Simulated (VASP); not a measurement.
Write the native input for VASP 6.6.1 that does the following.

- Task: single point
- Functional: PBE
- Potentials or basis: VASP PAW PBE potentials, release 64 (Ga_d, Sb)
- Cutoff: 500 eV
- k mesh: 6 × 6 × 6
- Occupations: gaussian, width 0.01 eV
- Spin: no spin polarisation
- Dipole correction: no
- Further INCAR settings: ALGO = Normal; EDIFF = 1e-06; NBANDS = 16

The structure of GaSb lies in POSCAR:

```
GaSb
1.0
    0.0000000000      3.0176570942      3.0176570942
    3.0176570942      0.0000000000      3.0176570942
    3.0176570942      3.0176570942      0.0000000000
Ga Sb
1 1
Direct
    0.0000000000      0.0000000000      0.0000000000
    0.2500000000      0.2500000000      0.2500000000
```

The input as run:

INCAR

```
SYSTEM = GaSb
  PREC = Accurate
  ENCUT = 500
  EDIFF = 1E-6
  ISMEAR = 0
  SIGMA = 0.01
  LREAL = .False.
  LASPH = .True.
  NELM = 120
  ALGO = Normal
  ISIF = 2
  LWAVE = .False.
  LCHARG = .False.
  GGA = PE
  NBANDS = 16
  GGA_COMPAT = .False.
```

KPOINTS

```
regular mesh
0
Gamma
  6 6 6
  0 0 0
```

Potentials or basis: VASP PAW PBE potentials, release 64 (Ga_d, Sb).

Run with:

```console
$ cat potpaw_PBE.64/Ga_d/POTCAR potpaw_PBE.64/Sb/POTCAR > POTCAR
$ mpirun -np 1 vasp_std > vasp.out
```

It gave:

| Quantity | Value |
| --- | --- |
| Pressure | 4.9 GPa |
| Band gap on the k mesh | 0.33 eV, direct |

Caveat: spin-orbit coupling is left out, which moves the levels of the heavy elements.

It took 14 s on 1 thread of Intel(R) Xeon(R) Platinum 8488C (Sapphire Rapids), with other jobs on the host, peak memory 0.18 GiB.
